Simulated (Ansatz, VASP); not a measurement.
**One calculation of Si, two programs**

```
Si
1.0
    -2.56108    2.56108    1.27609
     2.56108   -2.56108    1.27609
     2.56108    2.56108   -1.27609
Si
2
Direct
  0.25000 0.75000 0.50000
  0.50000 0.50000 0.00000
```

Change from the starting cell: strain +0.080 along x and y, -0.040 along z, atoms carried along.

Alike in both runs: task single point; functional LDA; k mesh 20 × 20 × 20; occupations gaussian, width 0.15 eV; no spin polarisation.

|  | VASP | Ansatz |
| --- | --- | --- |
| version | VASP 6.6.1 | Ansatz 0.2.0 |
| potentials or method | VASP PAW LDA potentials, release 64 (Si), cutoff 520 eV | scalar-relativistic, plane waves, PAW |
| valence electrons in the cell | 8 | 8 |

```tsv
	VASP	Ansatz	Ansatz less VASP
gap on the k mesh at the Fermi level (eV)	none	none	-
pressure (GPa)	-10.2	-10.2	-0.03
traceless stress, the component that is largest in VASP (GPa)	6.16	6.14	-0.018
```

LDA's correlation is that of Perdew and Zunger in VASP and of Perdew and Wang (1992) in Ansatz. A gap of «none» marks a metal or a gap that the smearing closes.
